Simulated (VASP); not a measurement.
# Be2C (Fm-3m) in VASP: further runs

The runs below take Be2C through phonons, with r2SCAN.

Program: VASP 6.6.1. These are calculated values, not measurements. Logs are shortened: lines on timing, memory, paths and dates and some standing lists are left out, and cuts for length are marked.

## Step 1: The cell of the first run

Symmetry: Fm-3m, No. 225, cubic system. Conventional cell: a = 4.229 Å, b = 4.229 Å, c = 4.229 Å, α = 90.00°, β = 90.00°, γ = 90.00°. Be (site symmetry -43m) has 4 C at 1.83 Å and 6 Be at 2.11 Å within 2.4 Å. Within 2.4 Å of C (site symmetry m-3m) lie 8 Be at 1.83 Å.

## Step 2: Phonons, r2SCAN

Contents of INCAR:

```
SYSTEM = Be2C
ALGO = Normal ; EDIFF = 1E-8
ENCUT = 660 ; GGA_COMPAT = .False.
IBRION = 6 ; ISIF = 2
ISMEAR = 0 ; LASPH = .True.
LCHARG = .True. ; LMIXTAU = .True.
LREAL = .False. ; LWAVE = .False.
METAGGA = R2SCAN ; NBANDS = 11
NELM = 120 ; NFREE = 2
NSW = 1 ; POTIM = 0.015
PREC = Accurate ; SIGMA = 0.01
```

Contents of KPOINTS:

```
k-points
0
Gamma
  10 10 10
  0 0 0
```

Contents of POSCAR:

```
Be2C
1.0
    2.1143598744      2.1143598744      0.0000000000
   -2.1143598744      2.1143598744      0.0000000000
    0.0000000000      2.1143598744      2.1143598744
Be C
2 1
Direct
    0.2500000000      0.7500000000      0.5000000000
    0.7500000000      0.2500000000      0.5000000000
    0.0000000000      0.0000000000      0.0000000000
```

Potentials or basis: VASP PAW PBE potentials, release 64 (Be, C).

The run is started by

```sh
$ cat potpaw_PBE.64/Be/POTCAR potpaw_PBE.64/C/POTCAR > POTCAR
$ mpirun -np 1 vasp_std > vasp.out
```

OUTCAR:

```text
SYSTEM = Be2C
   EDIFF = 1E-8
   ENCUT = 660
   IBRION = 6
   ISIF = 2
   ISMEAR = 0
   LASPH = .True.
   LREAL = .False.
   METAGGA = R2SCAN
   NELM = 120
   NFREE = 2
   NSW = 1
   POTIM = 0.015
   PREC = Accurate

 ion  position               nearest neighbor table
   1  0.250  0.750  0.500-   3 1.83   3 1.83   3 1.83   3 1.83   2 2.11   2 2.11   2 2.11   2 2.11
                             2 2.11   2 2.11
   2  0.750  0.250  0.500-   3 1.83   3 1.83   3 1.83   3 1.83   1 2.11   1 2.11   1 2.11   1 2.11
                             1 2.11   1 2.11
   3  0.000  0.000  0.000-   2 1.83   1 1.83   1 1.83   2 1.83   1 1.83   2 1.83   2 1.83   1 1.83

  LATTYP: Found a face centered cubic cell.
 ALAT       =     4.2287197488

  Lattice vectors:

 A1 = (   0.0000000000,   2.1143598744,   2.1143598744)
 A2 = (   2.1143598744,   0.0000000000,   2.1143598744)
 A3 = (   2.1143598744,   2.1143598744,   0.0000000000)

Analysis of symmetry for initial positions (statically):
=====================================================================
 Subroutine PRICEL returns:
 Original cell was already a primitive cell.

 Routine SETGRP: Setting up the symmetry group for a
 face centered cubic supercell.

 Subroutine GETGRP returns: Found 48 space group operations
 (whereof 48 operations were pure point group operations)
 out of a pool of 48 trial point group operations.

The static configuration has the point symmetry O_h .

Analysis of symmetry for dynamics (positions and initial velocities):
=====================================================================
 Subroutine PRICEL returns:
 Original cell was already a primitive cell.

 Routine SETGRP: Setting up the symmetry group for a
 face centered cubic supercell.

 Subroutine GETGRP returns: Found 48 space group operations
 (whereof 48 operations were pure point group operations)
 out of a pool of 48 trial point group operations.

The dynamic configuration has the point symmetry O_h .

 Subroutine INISYM returns: Found 48 space group operations
 (whereof 48 operations are pure point group operations),
 and found     1 'primitive' translations

----------------------------------------------------------------------------------------

                                     Primitive cell

  volume of cell :      18.9046

  direct lattice vectors                    reciprocal lattice vectors
     2.114359874  2.114359874  0.000000000     0.236478192  0.236478192 -0.236478192
    -2.114359874  2.114359874  0.000000000    -0.236478192  0.236478192 -0.236478192
     0.000000000  2.114359874  2.114359874     0.000000000  0.000000000  0.472956384

  length of vectors
     2.990156410  2.990156410  2.990156410     0.409592243  0.409592243  0.472956384

  position of ions in fractional coordinates (direct lattice)
     0.250000000  0.750000000  0.500000000
     0.750000000  0.250000000  0.500000000
     0.000000000  0.000000000  0.000000000

  ion indices of the primitive-cell ions
   primitive index   ion index
                 1           1
                 2           2
                 3           3

----------------------------------------------------------------------------------------

 KPOINTS: k-points

Automatic generation of k-mesh.
 Grid dimensions read from file:
 generate k-points for:   10   10   10

 Generating k-lattice:

  Cartesian coordinates                     Fractional coordinates (reciprocal lattice)
     0.023647819  0.023647819 -0.023647819     0.100000000  0.000000000  0.000000000
    -0.023647819  0.023647819 -0.023647819     0.000000000  0.100000000  0.000000000
     0.000000000  0.000000000  0.047295638     0.000000000  0.000000000  0.100000000

[... 70 lines left out ...]
   EFERMI =   0.00;   METHOD = LEGACY
   ISMEAR =     0;   SIGMA  =   0.01  broadening in eV -4-tet -1-fermi 0-gaus
   EFERMI_NEDOS =   21; number of points for ismear=-14 and -15
   IALGO  =     38    algorithm
   IMIX   =      4    mixing-type and parameters
     AMIX     =   0.40;   BMIX     =  1.00
     AMIX_MAG =   1.60;   BMIX_MAG =  1.00
  volume/ion in A,a.u.               =       6.30        42.52
  Fermi-wavevector in a.u.,A,eV,Ry     =   1.229087  2.322637 20.553703  1.510655
  Thomas-Fermi vector in A             =   2.363988
   LORBIT       =      0    0 simple, 1 ext, 2 COOP (PROOUT), +10 PAW based schemes
   METAGGA = R2SCAN    functional components
   LHFCALC =     F    Hartree Fock is set to
   AEXX    =    0.0000 exact exchange contribution
   IVDW    =     0    specifies the selected vdW correction
   LEPSILON=     F    determine dielectric tensor
   LRPA    =     F    only Hartree local field effects (RPA)
 finite differences with symmetry
 non-spin polarized calculation
 Gauss-broadening in eV      SIGMA  =   0.01
  energy-cutoff  :      660.00
  volume of cell :       18.90
 maximum number of plane-waves:       745
 NGX is ok and might be reduce to    28
   NGX = 13   NGY = 13   NGZ = 13

--------------------------------------- Ionic step        1  -------------------------------------------

 number of electron       8.0000000 magnetization

 Free energy of the ion-electron system (eV)
  ---------------------------------------------------
  ext. energy  EPLUGINS =         0.00000000
  ---------------------------------------------------
  free energy    TOTEN  =       -19.41115738 eV

  energy without entropy =      -19.41115738  energy(sigma->0) =      -19.41115738

------------------------ aborting loop because EDIFF is reached ----------------------------------------

  FORCE on cell =-STRESS in cart. coord.  units (eV):
  Direction    XX          YY          ZZ          XY          YZ          ZX
  --------------------------------------------------------------------------------------
  -------------------------------------------------------------------------------------
  Total        1.8626888      1.8626888      1.8626888      0.0000000      0.0000000     -0.0000000
  in kB      157.8643863    157.8643863    157.8643863      0.0000000      0.0000000     -0.0000000
  external PRESSURE =     157.8643863 kB  Pullay stress =       0.0000000 kB
[... 135 lines left out ...]
--------------------------------------- Ionic step        5  -------------------------------------------

 number of electron       8.0000000 magnetization

 Free energy of the ion-electron system (eV)
  ---------------------------------------------------
  ext. energy  EPLUGINS =         0.00000000
  ---------------------------------------------------
  free energy    TOTEN  =       -19.40964297 eV

  energy without entropy =      -19.40964297  energy(sigma->0) =      -19.40964297

 E-fermi :   8.5712     XC(G=0): -12.3230

 val. band max:        8.4126895040   @ k =   0.0000   0.0000   0.0000
 cond. band min:       9.9681338129   @ k =   0.0000  -1.0000  -0.5000
 fundamental gap:      1.5554443089
 Fermi energy:         8.5711728847

 k-point     1 :       0.0000    0.0000    0.0000
  band No.  band energies     occupation
      1      -8.0655      2.00000
      2       8.4078      2.00000
      3       8.4078      2.00000
      4       8.4127      2.00000
      5      13.1714      0.00000
      6      13.1754      0.00000
      7      13.1754      0.00000
      8      16.6563      0.00000
      9      23.3703      0.00000
     10      23.3714      0.00000
     11      23.3714      0.00000
[... 309 lines left out ...]
 k-point    24 :       0.4000    0.3000    0.0000
  band No.  band energies     occupation
      1      -4.1017      2.00000
      2       0.2801      2.00000
      3       2.2878      2.00000
      4       4.4225      2.00000
      5      12.8416      0.00000
      6      19.0413      0.00000
      7      19.6218      0.00000
      8      20.7618      0.00000
      9      22.5497      0.00000
     10      23.2793      0.00000
     11      28.2711      0.00000

 [... further k-points ...]

------------------------ aborting loop because EDIFF is reached ----------------------------------------

  FORCE on cell =-STRESS in cart. coord.  units (eV):
  Direction    XX          YY          ZZ          XY          YZ          ZX
  --------------------------------------------------------------------------------------
  -------------------------------------------------------------------------------------
  Total        1.8667238      1.8666360      1.8666360      0.0000000      0.0000000     -0.0000000
  in kB      158.2063575    158.1989131    158.1989131      0.0000000      0.0000000     -0.0000000
  external PRESSURE =     158.2013946 kB  Pullay stress =       0.0000000 kB
[... 18 lines left out ...]
  FREE ENERGIE OF THE ION-ELECTRON SYSTEM (eV)
  ---------------------------------------------------
  free  energy   TOTEN  =       -19.4096429675 eV

  energy  without entropy=      -19.4096429675  energy(sigma->0) =      -19.40964297

 INTERNAL STRAIN TENSORS FROM DISPLACED ATOMS
 ============================================

 INTERNAL STRAIN TENSOR FOR ION    1 for displacements in x,y,z  (eV/Angst):
          X           Y           Z          XY          YZ          ZX
  --------------------------------------------------------------------------------
  x    -0.00000     0.00000     0.00000    -0.00000     1.16913    -0.00000
  y     0.00000    -0.00000     0.00000    -0.00000    -0.00000     1.16913
  z     0.00000     0.00000    -0.00000     1.16913     0.00000    -0.00000

 INTERNAL STRAIN TENSOR FOR ION    3 for displacements in x,y,z  (eV/Angst):
          X           Y           Z          XY          YZ          ZX
  --------------------------------------------------------------------------------
  x     0.00000     0.00000     0.00000     0.00000     0.00000     0.00000
  y     0.00000     0.00000     0.00000     0.00000     0.00000     0.00000
  z     0.00000     0.00000     0.00000     0.00000     0.00000     0.00000

 Eigenvectors and eigenvalues of the dynamical matrix
 ----------------------------------------------------

   1 f  =   22.920835 THz   144.015851 2PiTHz  764.556743 cm-1    94.792912 meV
             X         Y         Z           dx          dy          dz
     -1.057180  3.171540  1.057180     0.576750   -0.409095   -0.000000
      1.057180  3.171540  1.057180    -0.576750    0.409095    0.000000
      0.000000  0.000000  0.000000    -0.000000    0.000000    0.000000
[... 43 lines left out ...]
   9 f/i=    0.002779 THz     0.017460 2PiTHz    0.092694 cm-1     0.011493 meV
             X         Y         Z           dx          dy          dz
     -1.057180  3.171540  1.057180     0.542333   -0.077472    0.000000
      1.057180  3.171540  1.057180     0.542333   -0.077472   -0.000000
      0.000000  0.000000  0.000000     0.625901   -0.089410    0.000000

 ELASTIC MODULI CONTR FROM IONIC RELAXATION (kBar)
 Direction    XX          YY          ZZ          XY          YZ          ZX
 --------------------------------------------------------------------------------
 XX          -0.0000      0.0000      0.0000     -0.0000      0.0000     -0.0000
 YY           0.0000     -0.0000     -0.0000     -0.0000     -0.0000      0.0000
 ZZ           0.0000     -0.0000     -0.0000      0.0000     -0.0000     -0.0000
 XY          -0.0000     -0.0000      0.0000    -11.9584     -0.0000      0.0000
 YZ           0.0000     -0.0000     -0.0000     -0.0000    -11.9584      0.0000
 ZX          -0.0000      0.0000     -0.0000      0.0000      0.0000    -11.9584
 --------------------------------------------------------------------------------
```

It took 7.9 min on 1 thread of AMD EPYC 9R45 (Zen 5), shared host; peak memory 0.19 GiB.

Results:

| Item | Value |
| --- | --- |
| Highest phonon frequency at Γ | 765 cm⁻¹ |

Phonon frequencies in cm⁻¹ (negative: imaginary):
```
              q point                    frequencies
(0.000, 0.000, 0.000)  0 0 0 713 713 713 765 765 765
```

Caveat: the cell stands under pressure or tension, which shifts response properties; the PAW data sets were made with another functional, which shifts forces and pressure a little.

## Step 3: Phonons, r2SCAN

This run uses another cell than the first one, of 6.43 Å³/atom.

Contents of INCAR:

```
SYSTEM = Be2C
PREC = Accurate ; ENCUT = 660
EDIFF = 1E-8 ; ISMEAR = 0
SIGMA = 0.01 ; LREAL = .False.
LASPH = .True. ; NELM = 120
ALGO = Normal ; ISIF = 2
LWAVE = .False. ; LCHARG = .False.
METAGGA = R2SCAN ; LMIXTAU = .True.
IBRION = 6 ; NFREE = 2
POTIM = 0.015 ; NSW = 1
GGA_COMPAT = .False.
```

Contents of KPOINTS:

```
regular mesh
0
Gamma
  10 10 10
  0 0 0
```

Contents of POSCAR:

```
Be2C
1.0
    2.1285248950      2.1285248950      0.0000000000
   -2.1285248950      2.1285248950      0.0000000000
    0.0000000000      2.1285248950      2.1285248950
Be C
2 1
Direct
    0.2500000000      0.7500000000      0.5000000000
    0.7500000000      0.2500000000      0.5000000000
    0.0000000000      0.0000000000      0.0000000000
```

Potentials or basis: VASP PAW PBE potentials, release 64 (Be, C).

The run is started by

```sh
$ cat potpaw_PBE.64/Be/POTCAR potpaw_PBE.64/C/POTCAR > POTCAR
$ mpirun -np 1 vasp_std > vasp.out
```

OUTCAR:

```text
SYSTEM = Be2C
   PREC = Accurate
   ENCUT = 660
   EDIFF = 1E-8
   ISMEAR = 0
   LREAL = .False.
   LASPH = .True.
   NELM = 120
   ISIF = 2
   METAGGA = R2SCAN
   IBRION = 6
   NFREE = 2
   POTIM = 0.015
   NSW = 1

 ion  position               nearest neighbor table
   1  0.250  0.750  0.500-   3 1.84   3 1.84   3 1.84   3 1.84   2 2.13   2 2.13   2 2.13   2 2.13
                             2 2.13   2 2.13
   2  0.750  0.250  0.500-   3 1.84   3 1.84   3 1.84   3 1.84   1 2.13   1 2.13   1 2.13   1 2.13
                             1 2.13   1 2.13
   3  0.000  0.000  0.000-   2 1.84   1 1.84   1 1.84   2 1.84   1 1.84   2 1.84   2 1.84   1 1.84

  LATTYP: Found a face centered cubic cell.
 ALAT       =     4.2570497900

  Lattice vectors:

 A1 = (   0.0000000000,   2.1285248950,   2.1285248950)
 A2 = (   2.1285248950,   0.0000000000,   2.1285248950)
 A3 = (   2.1285248950,   2.1285248950,   0.0000000000)

Analysis of symmetry for initial positions (statically):
[... 615 lines left out ...]
  in kB      108.2321417    108.1991968    108.1991968      0.0000000     -0.0000000      0.0000000
  external PRESSURE =     108.2101784 kB  Pullay stress =       0.0000000 kB
[... 18 lines left out ...]
  FREE ENERGIE OF THE ION-ELECTRON SYSTEM (eV)
  ---------------------------------------------------
  free  energy   TOTEN  =       -19.4419961724 eV

  energy  without entropy=      -19.4419961724  energy(sigma->0) =      -19.44199617

 INTERNAL STRAIN TENSORS FROM DISPLACED ATOMS
 ============================================

 INTERNAL STRAIN TENSOR FOR ION    1 for displacements in x,y,z  (eV/Angst):
          X           Y           Z          XY          YZ          ZX
  --------------------------------------------------------------------------------
  x     0.00000     0.00000     0.00000     0.00000     1.59278     0.00000
  y     0.00000     0.00000     0.00000     0.00000     0.00000     1.59278
  z     0.00000     0.00000     0.00000     1.59278    -0.00000     0.00000

 INTERNAL STRAIN TENSOR FOR ION    3 for displacements in x,y,z  (eV/Angst):
          X           Y           Z          XY          YZ          ZX
  --------------------------------------------------------------------------------
  x     0.00000     0.00000     0.00000     0.00000     0.00000     0.00000
  y     0.00000     0.00000     0.00000     0.00000     0.00000     0.00000
  z     0.00000     0.00000     0.00000     0.00000     0.00000     0.00000

 Eigenvectors and eigenvalues of the dynamical matrix
 ----------------------------------------------------

   1 f  =   22.402760 THz   140.760695 2PiTHz  747.275653 cm-1    92.650331 meV
             X         Y         Z           dx          dy          dz
     -1.064262  3.192787  1.064262     0.332767    0.103397    0.615285
      1.064262  3.192787  1.064262    -0.332767   -0.103397   -0.615285
      0.000000  0.000000  0.000000     0.000000   -0.000000   -0.000000
[... 43 lines left out ...]
   9 f/i=    0.000968 THz     0.006082 2PiTHz    0.032289 cm-1     0.004003 meV
             X         Y         Z           dx          dy          dz
     -1.064262  3.192787  1.064262     0.198128   -0.510079   -0.025518
      1.064262  3.192787  1.064262     0.198128   -0.510079   -0.025518
      0.000000  0.000000  0.000000     0.228696   -0.588777   -0.029455

 ELASTIC MODULI CONTR FROM IONIC RELAXATION (kBar)
 Direction    XX          YY          ZZ          XY          YZ          ZX
 --------------------------------------------------------------------------------
 XX          -0.0000     -0.0000     -0.0000     -0.0000     -0.0000     -0.0000
 YY          -0.0000     -0.0000     -0.0000     -0.0000     -0.0000     -0.0000
 ZZ          -0.0000     -0.0000     -0.0000     -0.0000     -0.0000     -0.0000
 XY          -0.0000     -0.0000     -0.0000    -22.7727      0.0000     -0.0000
 YZ          -0.0000     -0.0000     -0.0000      0.0000    -22.7727      0.0000
 ZX          -0.0000     -0.0000     -0.0000     -0.0000      0.0000    -22.7727
 --------------------------------------------------------------------------------
```

OSZICAR:

```text
N       E                     dE             d eps       ncg     rms          rms(c)
DAV:   1     0.887117934522E+01    0.88712E+01   -0.48981E+03   752   0.115E+03
DAV:   2    -0.210656320575E+02   -0.29937E+02   -0.28972E+02  1136   0.163E+02
DAV:   3    -0.216485269950E+02   -0.58289E+00   -0.58289E+00   928   0.219E+01
[... 71 lines left out ...]
DAV:  11    -0.194419953372E+02   -0.13291E-05   -0.54076E-07  2160   0.957E-03    0.667E-03
DAV:  12    -0.194419958210E+02   -0.48377E-06   -0.17490E-07  2704   0.556E-03    0.426E-03
DAV:  13    -0.194419960236E+02   -0.20257E-06   -0.51280E-08  2296   0.295E-03    0.298E-03
DAV:  14    -0.194419961631E+02   -0.13954E-06   -0.27788E-07  2112   0.707E-03    0.207E-04
DAV:  15    -0.194419961765E+02   -0.13375E-07   -0.39792E-09  1776   0.802E-04    0.835E-05
DAV:  16    -0.194419961724E+02    0.40632E-08   -0.24530E-10   912   0.221E-04
   5 F= -.19441996E+02 E0= -.19441996E+02  d E =-.377740E-86
```

stdout:

```text
POSCAR found type information on POSCAR BeC
 POSCAR found :  2 types and       3 ions
 scaLAPACK will be used
 -----------------------------------------------------------------------------
|                                                                             |
|                                                                             |
|     You enforced a specific xc type in the INCAR file but a different       |
|     I HOPE YOU KNOW WHAT YOU ARE DOING!                                     |
|                                                                             |
 -----------------------------------------------------------------------------

 LDA part: xc-table for (None), standard interpolation
 POSCAR, INCAR and KPOINTS ok, starting setup
 FFT: planning ... GRIDC
 FFT: planning ... GRID_SOFT
 FFT: planning ... GRID
 WAVECAR not read
 entering main loop
 Found     2 degrees of freedom:
 Finite differences POTIM= 0.01500 DOF=   2
 bond charge predicted
 Finite differences progress:
 bond charge predicted
 Finite differences progress:
 bond charge predicted
 Finite differences progress:
 bond charge predicted
 Finite differences progress:
```

Wall time 6.9 min (1 thread of AMD EPYC 9R45 (Zen 5), shared host); peak memory 0.18 GiB.

What came out:

- Highest phonon frequency at Γ: 747 cm⁻¹

Phonon frequencies in cm⁻¹ (negative: imaginary):
| q point | frequencies |
| --- | --- |
| (0.000, 0.000, 0.000) | 0 0 0 690 690 690 747 747 747 |

Caveat: the cell stands under pressure or tension, which shifts response properties; the PAW data sets were made with another functional, which shifts forces and pressure a little.

(Part 1 of 2 ends here.)
